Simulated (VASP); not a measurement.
A run of VASP 6.6.1 is set up as follows.

The input INCAR:

```
SYSTEM = CaSe
PREC = Accurate
ENCUT = 520
EDIFF = 1E-7
ISMEAR = 0
SIGMA = 0.05
LREAL = .FALSE.
LASPH = .TRUE.
NELM = 80
ALGO = Normal
ISIF = 2
LWAVE = .FALSE.
LCHARG = .FALSE.
GGA = PS
NBANDS = 15
```

File KPOINTS:

```
Automatic mesh
0
G
  10 10 10
  0 0 0
```

The input POSCAR:

```
CaSe
1.0
    0.0000000000      2.7817025014      3.3380430016
    2.7817025014      0.0000000000      3.3380430016
    2.7817025014      2.7817025014      0.0000000000
Ca Se
1 1
Direct
    0.0000000000      0.0000000000      0.0000000000
    0.5000000000      0.5000000000      0.5000000000
```

Potentials or basis: VASP PAW PBE potentials, release 64 (Ca_sv, Se).

Run with:

```bash
$ cat potpaw_PBE.64/Ca_sv/POTCAR potpaw_PBE.64/Se/POTCAR > POTCAR
$ mpirun -np 1 vasp_std > vasp.out
```

Q: What does it give for the pressure?

A: 2.8 GPa.

Q: Estimate the band gap on the k mesh.

A: 1.90 eV (least direct gap 2.38 eV).

Stress tensor (GPa, compression positive):
```
 7.25  0.00  0.00
 0.00  7.25  0.00
 0.00  0.00 -6.14
```

Caveat: the PAW data sets were made with another functional, which shifts forces and pressure a little. A k mesh can miss the band edges.
